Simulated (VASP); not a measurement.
Here is a VASP 6.6.1 calculation.

File INCAR:

```
PREC = Accurate
ENCUT = 520
EDIFF = 1E-6
ISMEAR = -1
SIGMA = 0.1
LREAL = F
LASPH = T
NELM = 100
ALGO = Normal
ISIF = 2
LWAVE = F
LCHARG = F
GGA = PE
NBANDS = 11
```

Contents of KPOINTS:

```
Automatic mesh
0
Gamma
  21 21 21
```

The input POSCAR:

```
Ni
1.0
   -1.3495245429      1.3495245429      1.3495245429
    1.3495245429     -1.3495245429      1.3495245429
    1.3495245429      1.3495245429     -1.3495245429
Ni
1
Direct
    0.0000000000      0.0000000000      0.0000000000
```

Potentials or basis: VASP PAW PBE potentials, release 64 (Ni).

Launch:

```console
$ cat potpaw_PBE.64/Ni/POTCAR > POTCAR
$ mpirun -np 1 vasp_std > vasp.out
```

(1) Estimate the pressure.

(2) What does it give for the band gap on the k mesh?

Answers

(1) 26.3 GPa.

(2) zero (band 5 reaches 11.14 eV, above the bottom of band 6 at 9.97 eV).

Caveat: the run has no spin polarisation, though such a crystal can be magnetic.
